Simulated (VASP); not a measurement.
A run of VASP 6.6.1 is set up as follows.

POSCAR

```
KF
1.0
    0.0000000000      2.6718500000      2.6718500000
    2.6718500000      0.0000000000      2.6718500000
    2.6718500000      2.6718500000      0.0000000000
K F
1 1
Direct
    0.0000000000      0.0000000000      0.0000000000
    0.5000000000      0.5000000000      0.5000000000
```

INCAR.step1

```
SYSTEM = KF
PREC     = Accurate       ! precision mode
ENCUT    = 520            ! plane-wave cutoff, eV
ISMEAR   = 0              ! smearing method
SIGMA    = 0.1            ! smearing width, eV
LREAL    = .FALSE.        ! projectors in reciprocal space
LASPH    = .TRUE.         ! aspherical terms in the spheres
NELM     = 80             ! most SCF steps
NBANDS   = 15             ! bands
GGA      = PE             ! functional
ALGO     = Normal         ! electronic algorithm
EDIFF    = 1E-4           ! SCF threshold, eV
LWAVE    = .TRUE.         ! write WAVECAR
LCHARG   = .FALSE.        ! write CHGCAR
```

Contents of INCAR.step2:

```
SYSTEM = KF
PREC     = Accurate       ! precision mode
ENCUT    = 520            ! plane-wave cutoff, eV
EDIFF    = 1E-6           ! SCF threshold, eV
ISMEAR   = 0              ! smearing method
SIGMA    = 0.1            ! smearing width, eV
LREAL    = .FALSE.        ! projectors in reciprocal space
LASPH    = .TRUE.         ! aspherical terms in the spheres
NELM     = 80             ! most SCF steps
ALGO     = Normal         ! electronic algorithm
ISIF     = 2              ! what is computed and relaxed
LWAVE    = .FALSE.        ! write WAVECAR
LCHARG   = .TRUE.         ! write CHGCAR
METAGGA  = R2SCAN         ! meta-GGA
LMIXTAU  = .TRUE.       
LELF     = .TRUE.         ! ELF
LVHAR    = .TRUE.       
NBANDS   = 15             ! bands
ISTART   = 1
```

File KPOINTS:

```
regular mesh
0
G
  10 10 10
  0 0 0
```

Potentials or basis: VASP PAW PBE potentials, release 64 (K_sv, F).

The run is started by

```bash
$ cat potpaw_PBE.64/K_sv/POTCAR potpaw_PBE.64/F/POTCAR > POTCAR
$ cp INCAR.step1 INCAR
$ mpirun -np 1 vasp_std > vasp.out
$ cp INCAR.step2 INCAR
$ mpirun -np 1 vasp_std > vasp.out
```

Question: What does it give for the band gap on the k mesh?

Answer: 6.83 eV, direct.

Question: What does it give for the pressure?

Answer: -0.5 GPa.

Caveat: the PAW data sets were made with another functional, which shifts forces and pressure a little. r2SCAN opens gaps a little over a GGA but as a rule still falls short of measured ones.
